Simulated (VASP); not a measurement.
## MgS: single point with LDA

Crystal: MgS.

```
S Mg
1.0
     0.00000    2.85188    2.85188
     2.85188    0.00000    2.85188
     2.85188    2.85188    0.00000
S Mg
1 1
Cartesian
  1.4259 1.4259 1.4259
  0.0000 0.0000 0.0000
```

This cell differs from its parent crystal: volume scaled by 1.02.

* Program: VASP 6.6.1
* Task: single point
* Functional: LDA
* Potentials or basis: VASP PAW LDA potentials, release 64 (S, Mg)
* Cutoff: 520 eV
* k mesh: 8 × 8 × 8
* Occupations: fermi-dirac, width 0.05 eV
* Spin: no spin polarisation
* Dipole correction: no
* Further INCAR settings: ALGO = Normal; EDIFF = 1e-07; NBANDS = 11

```yaml
Pressure: -3.5 GPa
Band_gap_on_the_k_mesh: 3.09 eV, direct
```

Levels at points of the mesh, in eV from the valence-band top:
```
           k point  band 1  band 2  band 3  band 4  band 5  band 6  band 7  band 8  band 9
(0.00, 0.00, 0.00)  -11.17    0.00    0.00    0.00    3.09    7.71    7.71    7.71   10.70
(0.50, 0.00, 0.00)  -10.50   -3.14   -0.33   -0.33    4.79    7.43    7.43    8.27   12.39
(0.50, 0.50, 0.00)  -10.28   -2.82   -1.03   -1.03    3.68    5.40   10.68   11.83   11.83
```

Wall time 11 s on 1 thread of Intel(R) Xeon(R) 6975P-C (Granite Rapids), on a shared host, peak memory 0.15 GiB.
